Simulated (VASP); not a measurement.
# Se (Fd-3m) in VASP: single point with PBEsol

Aim: the single point of Se with PBEsol.

Everything below comes from runs of VASP 6.6.1. Logs are shortened: lines on timing, memory, paths and dates and some standing lists are left out, and cuts for length are marked.

## 1. The cell of the first run

It takes space group Fd-3m (No. 227, cubic). The conventional cell has a = 6.222 Å, b = 6.222 Å, c = 6.222 Å, α = 90.00°, β = 90.00°, γ = 90.00°. Within 3.6 Å of Se (site symmetry -43m) lie 4 Se at 2.69 Å.

This isn't the form of Se at room conditions, which is trigonal, of chains.

## 2. Single point, PBEsol (30.11 Å³/atom)

The input, POSCAR:

```
Se
1.0
    0.0000000000      3.1109632143      3.1109632143
    3.1109632143      0.0000000000      3.1109632143
    3.1109632143      3.1109632143      0.0000000000
Se
2
Direct
   -0.1250000000     -0.1250000000     -0.1250000000
    0.1250000000      0.1250000000      0.1250000000
```

The input, INCAR.step1:

```
PREC     = Accurate       # precision mode
ENCUT    = 520            # plane-wave cutoff, eV
EDIFF    = 1E-7           # SCF threshold, eV
ISMEAR   = -1             # smearing method
SIGMA    = 0.08           # smearing width, eV
LREAL    = F              # projectors in reciprocal space
LASPH    = T              # aspherical terms in the spheres
NELM     = 60             # most SCF steps
ALGO     = Normal         # electronic algorithm
ISIF     = 2              # what is computed and relaxed
LWAVE    = F              # write WAVECAR
LCHARG   = T              # write CHGCAR
GGA      = PS             # functional
NBANDS   = 13             # bands
```

The input, KPOINTS.step1:

```
regular mesh
0
Gamma
  11 11 11
```

The input, INCAR.step2:

```
PREC     = Accurate       # precision mode
ENCUT    = 520            # plane-wave cutoff, eV
EDIFF    = 1E-7           # SCF threshold, eV
ISMEAR   = -5             # smearing method
SIGMA    = 0.08           # smearing width, eV
LREAL    = F              # projectors in reciprocal space
LASPH    = T              # aspherical terms in the spheres
NELM     = 60             # most SCF steps
ALGO     = Normal         # electronic algorithm
ISIF     = 2              # what is computed and relaxed
LWAVE    = F              # write WAVECAR
LCHARG   = F              # write CHGCAR
GGA      = PS             # functional
LORBIT   = 10             # projections on sites
NBANDS   = 13             # bands
NEDOS    = 1001           # points of the DOS
ICHARG   = 11             # starting density
```

The input, KPOINTS.step2:

```
regular mesh
0
Gamma
  17 17 17
```

Potentials or basis: VASP PAW PBE potentials, release 64 (Se).

Launch:

```console
> cat potpaw_PBE.64/Se/POTCAR > POTCAR
> cp INCAR.step1 INCAR
> cp KPOINTS.step1 KPOINTS
> mpirun -np 1 vasp_std > vasp.out
> cp INCAR.step2 INCAR
> cp KPOINTS.step2 KPOINTS
> mpirun -np 1 vasp_std > vasp.out
```

OUTCAR:

```text
PREC = Accurate
   ENCUT = 520
   EDIFF = 1E-7
   ISMEAR = -5
   LREAL = F
   LASPH = T
   NELM = 60
   ISIF = 2
   GGA = PS
   LORBIT = 10
   ICHARG = 11

 ion  position               nearest neighbor table
   1  0.875  0.875  0.875-   2 2.69   2 2.69   2 2.69   2 2.69
   2  0.125  0.125  0.125-   1 2.69   1 2.69   1 2.69   1 2.69

  LATTYP: Found a face centered cubic cell.
 ALAT       =     6.2219264286

  Lattice vectors:

 A1 = (   0.0000000000,   3.1109632143,   3.1109632143)
 A2 = (   3.1109632143,   0.0000000000,   3.1109632143)
 A3 = (   3.1109632143,   3.1109632143,   0.0000000000)

Analysis of symmetry for initial positions (statically):
=====================================================================
 Subroutine PRICEL returns:
 Original cell was already a primitive cell.

 Routine SETGRP: Setting up the symmetry group for a
 face centered cubic supercell.

 Subroutine GETGRP returns: Found 48 space group operations
 (whereof 12 operations were pure point group operations)
 out of a pool of 48 trial point group operations.

The static configuration has the point symmetry D_3d.
 The point group associated with its full space group is O_h .

Analysis of symmetry for dynamics (positions and initial velocities):
=====================================================================
 Subroutine PRICEL returns:
 Original cell was already a primitive cell.

 Routine SETGRP: Setting up the symmetry group for a
 face centered cubic supercell.

 Subroutine GETGRP returns: Found 48 space group operations
 (whereof 12 operations were pure point group operations)
 out of a pool of 48 trial point group operations.

The dynamic configuration has the point symmetry D_3d.
 The point group associated with its full space group is O_h .

 Subroutine INISYM returns: Found 48 space group operations
 (whereof 12 operations are pure point group operations),
 and found     1 'primitive' translations

----------------------------------------------------------------------------------------

                                     Primitive cell

  volume of cell :      60.2164

  direct lattice vectors                    reciprocal lattice vectors
     0.000000000  3.110963214  3.110963214    -0.160721926  0.160721926  0.160721926
     3.110963214  0.000000000  3.110963214     0.160721926 -0.160721926  0.160721926
     3.110963214  3.110963214  0.000000000     0.160721926  0.160721926 -0.160721926

  length of vectors
     4.399566370  4.399566370  4.399566370     0.278378542  0.278378542  0.278378542

  position of ions in fractional coordinates (direct lattice)
     0.875000000  0.875000000  0.875000000
     0.125000000  0.125000000  0.125000000

  ion indices of the primitive-cell ions
   primitive index   ion index
                 1           1
                 2           2

----------------------------------------------------------------------------------------

 KPOINTS: regular mesh

Automatic generation of k-mesh.
 Grid dimensions read from file:
 generate k-points for:   17   17   17

 Generating k-lattice:

  Cartesian coordinates                     Fractional coordinates (reciprocal lattice)
    -0.009454231  0.009454231  0.009454231     0.058823529  0.000000000  0.000000000
     0.009454231 -0.009454231  0.009454231     0.000000000  0.058823529  0.000000000
     0.009454231  0.009454231 -0.009454231     0.000000000  0.000000000  0.058823529

  Length of vectors
     0.016375208  0.016375208  0.016375208

  Shift w.r.t. Gamma in fractional coordinates (k-lattice)
     0.000000000  0.000000000  0.000000000

 TETIRR: Found    693 inequivalent tetrahedra from    29478

 Subroutine IBZKPT returns following result:
 ===========================================

 Found    165 irreducible k-points:

 Following reciprocal coordinates:
            Coordinates               Weight
  0.000000  0.000000  0.000000      1.000000
  0.058824  0.000000  0.000000      8.000000
  0.117647  0.000000  0.000000      8.000000
  0.176471  0.000000  0.000000      8.000000
  0.235294  0.000000  0.000000      8.000000
  0.294118  0.000000  0.000000      8.000000
[... 16 lines left out ...]
 -0.176471  0.058824  0.000000     24.000000
 -0.117647  0.058824  0.000000     24.000000
 [... further k-points ...]
   k-points           NKPTS =    165   k-points in BZ     NKDIM =    165   number of bands    NBANDS=     13
   number of dos      NEDOS =   1001   number of ions     NIONS =      2
   total plane-waves  NPLWV =  46656
   dimension x,y,z NGX =    36 NGY =   36 NGZ =   36
   dimension x,y,z NGXF=    72 NGYF=   72 NGZF=   72
   ions per type =               2
   NGX,Y,Z   is equivalent  to a cutoff of  13.60, 13.60, 13.60 a.u.
   NGXF,Y,Z  is equivalent  to a cutoff of  27.21, 27.21, 27.21 a.u.
 SYSTEM =  unknown system
   PREC   = accura    normal or accurate (medium, high low for compatibility)
   ISTART =      0    job   : 0-new  1-cont  2-samecut
   ICHARG =     11    charge: 1-file 2-atom 10-const
   ISPIN  =      1    spin polarized calculation?
   LNONCOLLINEAR =      F non collinear calculations
   LSORBIT =      F    spin-orbit coupling
   LASPH  =      T    aspherical Exc in radial PAW
   ENCUT  =  520.0 eV  38.22 Ry    6.18 a.u.   8.18  8.18  8.18*2*pi/ulx,y,z
   NELM   =     60;   NELMIN=  2; NELMDL=  0     # of ELM steps
   EDIFF  = 0.1E-06   stopping-criterion for ELM
   LREAL  =      F    real-space projection
   EDIFFG = 0.1E-05   stopping-criterion for IOM
   NSW    =      0    number of steps for IOM
   IBRION =     -1    ionic relax: 0-MD 1-quasi-New 2-CG
   NFREE  =      0    steps in history (QN), initial steepest desc. (CG)
   ISIF   =      2    stress and relaxation
   ISYM   =      2    0-nonsym 1-usesym 2-fastsym
   POTIM  = 0.5000    time-step for ionic-motion
   TEBEG  =    0.0;   TEEND  =   0.0 temperature during run
   PSTRESS=    0.0 pullay stress
   NELECT =      12.0000    total number of electrons
   NUPDOWN=      -1.0000    fix difference up-down
   EMIN   =  10.00;   EMAX   =-10.00  energy-range for DOS
   EFERMI =   0.00;   METHOD = LEGACY
   ISMEAR =    -5;   SIGMA  =   0.08  broadening in eV -4-tet -1-fermi 0-gaus
   EFERMI_NEDOS =   21; number of points for ismear=-14 and -15
   IALGO  =     38    algorithm
   IMIX   =      4    mixing-type and parameters
     AMIX     =   0.40;   BMIX     =  1.00
     AMIX_MAG =   1.60;   BMIX_MAG =  1.00
  volume/ion in A,a.u.               =      30.11       203.18
  Fermi-wavevector in a.u.,A,eV,Ry     =   0.956233  1.807018 12.440915  0.914381
  Thomas-Fermi vector in A             =   2.085143
   LORBIT       =     10    0 simple, 1 ext, 2 COOP (PROOUT), +10 PAW based schemes
   GGA     = PS    functional components
   LHFCALC =     F    Hartree Fock is set to
   AEXX    =    0.0000 exact exchange contribution
   IVDW    =     0    specifies the selected vdW correction
   LEPSILON=     F    determine dielectric tensor
   LRPA    =     F    only Hartree local field effects (RPA)
 non-spin polarized calculation
 Fermi weights with tetrahedron method with Bloechl corrections
  energy-cutoff  :      520.00
  volume of cell :       60.22
 maximum number of plane-waves:      1639
 NGX is ok and might be reduce to    36

 number of electron      12.0000001 magnetization

 Free energy of the ion-electron system (eV)
  ---------------------------------------------------
  ext. energy  EPLUGINS =         0.00000000
  ---------------------------------------------------
  free energy    TOTEN  =        -6.63488465 eV

  energy without entropy =       -6.63488465  energy(sigma->0) =       -6.63488465

 E-fermi :   2.3323     XC(G=0):  -8.5674

 val. band max:        2.3863515579   @ k =  -0.2941   0.1176   0.0000
 cond. band min:       2.3234285831   @ k =   0.2941   0.0000   0.0000
 fundamental gap:     -0.0629229749
 Fermi energy:         2.3323099575

 k-point     1 :       0.0000    0.0000    0.0000
  band No.  band energies     occupation
      1     -13.2464      2.00000
      2      -7.7517      2.00000
      3      -1.2226      2.00000
      4      -1.2226      2.00000
      5      -1.2226      2.00000
      6       1.5243      2.00000
      7       1.5243      2.00000
      8       1.5243      2.00000
      9       6.5365      0.00000
     10       9.9128      0.00000
     11       9.9128      0.00000
     12      11.8170      0.00000
     13      11.8170      0.00000

 k-point     2 :       0.0588    0.0000    0.0000
  band No.  band energies     occupation
      1     -13.2222      2.00000
      2      -7.8175      2.00000
      3      -1.2579      2.00000
      4      -1.2579      2.00000
      5      -1.2347      2.00000
      6       1.5671      2.00000
      7       1.5767      2.00000
      8       1.5767      2.00000
      9       6.6615      0.00000
     10       9.7827      0.00000
     11       9.7827      0.00000
     12      11.6890      0.00000
     13      12.0634      0.00000

 k-point     3 :       0.1176    0.0000    0.0000
  band No.  band energies     occupation
      1     -13.1504      2.00000
      2      -8.0047      2.00000
      3      -1.3524      2.00000
      4      -1.3524      2.00000
      5      -1.2805      2.00000
      6       1.7133      2.00000
      7       1.7190      2.00000
      8       1.7190      2.00000
      9       7.0045      0.00000
     10       9.5340      0.00000
     11       9.5340      0.00000
     12      11.4128      0.00000
     13      12.6594      0.00000
[... 305 lines left out ...]
 k-point    23 :      -0.1765    0.0588    0.0000
  band No.  band energies     occupation
      1     -12.9650      2.00000
      2      -8.4411      2.00000
      3      -1.7990      2.00000
      4      -1.4671      2.00000
      5      -1.2188      2.00000
      6       1.8940      2.00000
      7       1.9102      2.01194
      8       2.3561      0.62593
      9       7.7265      0.00000
     10       8.9924      0.00000
     11       9.4660      0.00000
     12      11.3500      0.00000
     13      13.2858      0.00000

 k-point    24 :      -0.1176    0.0588    0.0000
  band No.  band energies     occupation
      1     -13.0950      2.00000
      2      -8.1410      2.00000
      3      -1.6000      2.00000
      4      -1.3474      2.00000
      5      -1.1870      2.00000
      6       1.6794      2.00000
      7       1.7237      2.00000
      8       2.0493      2.14978
      9       7.2481      0.00000
     10       9.1770      0.00000
     11       9.6009      0.00000
     12      11.5635      0.00000
     13      12.5160      0.00000

 [... further k-points ...]

------------------------ aborting loop because EDIFF is reached ----------------------------------------

  FORCE on cell =-STRESS in cart. coord.  units (eV):
  Direction    XX          YY          ZZ          XY          YZ          ZX
  --------------------------------------------------------------------------------------
  -------------------------------------------------------------------------------------
  Total        0.0550267      0.0550267      0.0550267      0.0000000     -0.0000000      0.0000000
  in kB        1.4640968      1.4640968      1.4640968      0.0000000     -0.0000000      0.0000000
  external PRESSURE =       1.4640968 kB  Pullay stress =       0.0000000 kB

 VOLUME and BASIS-vectors are now :
 -----------------------------------------------------------------------------
  energy-cutoff  :      520.00
  volume of cell :       60.22
      direct lattice vectors                 reciprocal lattice vectors
     0.000000000  3.110963214  3.110963214    -0.160721926  0.160721926  0.160721926
     3.110963214  0.000000000  3.110963214     0.160721926 -0.160721926  0.160721926
     3.110963214  3.110963214  0.000000000     0.160721926  0.160721926 -0.160721926

 POSITION                                       TOTAL-FORCE (eV/Angst)
 -----------------------------------------------------------------------------------
      5.44419      5.44419      5.44419        -0.000000     -0.000000     -0.000000
      0.77774      0.77774      0.77774         0.000000      0.000000      0.000000
 -----------------------------------------------------------------------------------
    total drift:                               -0.000000      0.000000      0.000000

  FREE ENERGIE OF THE ION-ELECTRON SYSTEM (eV)
  ---------------------------------------------------
  free  energy   TOTEN  =        -6.6348846482 eV

  energy  without entropy=       -6.6348846482  energy(sigma->0) =       -6.63488465

 total charge

# of ion       s       p       d       tot
------------------------------------------
    1        1.554   2.059   0.043   3.656
    2        1.554   2.059   0.043   3.656
--------------------------------------------------
tot          3.108   4.118   0.085   7.312
```

Wall time 2.4 min (1 thread of Intel Xeon 8259CL, shared host); peak memory 0.26 GiB.

Results:

```yaml
Valence_electrons_inside_the_program's_atomic_spheres: Se 3.66
```

Caveat: the PAW data sets were made with another functional, which shifts forces and pressure a little.
